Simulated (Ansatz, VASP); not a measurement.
B2P: VASP beside Ansatz

```
B P
1.0
     5.60260   -1.51741   -0.00278
     5.60260    1.51741   -0.00278
    -0.83068    0.00000    3.54925
B P
4 2
Direct
  0.84570 0.84570 0.23019
  0.42165 0.42165 0.45687
  0.57835 0.57835 0.54313
  0.15430 0.15430 0.76981
  0.33704 0.33704 0.86394
  0.66296 0.66296 0.13606
```

Alike in both runs: functional PBE; k mesh 12 × 12 × 10; occupations gaussian, width 0.1 eV; no spin polarisation.

Ansatz relaxed the structure, and its values are those at the end. VASP's run is a single point on that final structure, the one shown.

|  | VASP | Ansatz |
| --- | --- | --- |
| version | VASP 6.6.1 | Ansatz 0.2.0 |
| potentials or method | VASP PAW PBE potentials, release 64 (B, P), cutoff 520 eV | scalar-relativistic, plane waves, PAW |
| valence electrons in the cell | 22 | 22 |

Ansatz gave:

```
gap on the k mesh at the Fermi level (eV) : none
pressure (GPa)                            : 0.0
rms of the force components (eV/Å)        : 0.002
```

**Question.** Which values does VASP return?

**Answer.** gap on the k mesh at the Fermi level (eV): none; pressure (GPa): -0.2; rms of the force components (eV/Å): 0.009.

A gap of «none» marks a metal or a gap that the smearing closes. With one functional, cell and mesh, what is left measures potentials, basis and numerics.
